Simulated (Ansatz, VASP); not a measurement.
TiSe2: VASP beside Ansatz

```
Ti Se
1.0
     3.43764    0.00000    0.00000
    -1.71882    2.97708    0.00000
     0.00000    0.00000    5.80904
Ti Se
1 2
Direct
  0.00000 0.00000 0.00000
  0.33333 0.66667 0.26485
  0.66667 0.33333 0.73515
```

Alike in both runs: functional LDA; k mesh 15 × 15 × 8; occupations gaussian, width 0.1 eV; no spin polarisation.

Ansatz relaxed the structure, and its values are those at the end. VASP's run is a single point on that final structure, the one shown.

|  | VASP | Ansatz |
| --- | --- | --- |
| version | VASP 6.6.1 | Ansatz 0.2.0 |
| potentials or method | VASP PAW LDA potentials, release 64 (Ti_sv, Se), cutoff 500 eV | scalar-relativistic, plane waves, PAW |
| valence electrons in the cell | 24 | 44 |

VASP gave:

```
gap on the k mesh at the Fermi level (eV) : none
pressure (GPa)                            : 0.3
rms of the force components (eV/Å)        : 0.019
```

Problem. Estimate Ansatz's values.

Solution. gap on the k mesh at the Fermi level (eV): none; pressure (GPa): 0.0; rms of the force components (eV/Å): 0.000.

LDA's correlation is that of Perdew and Zunger in VASP and of Perdew and Wang (1992) in Ansatz. A gap of «none» marks a metal or a gap that the smearing closes. VASP's potentials hold 24 valence electrons a cell and Ansatz's 44, so a difference there can come from the potentials and not from the codes.
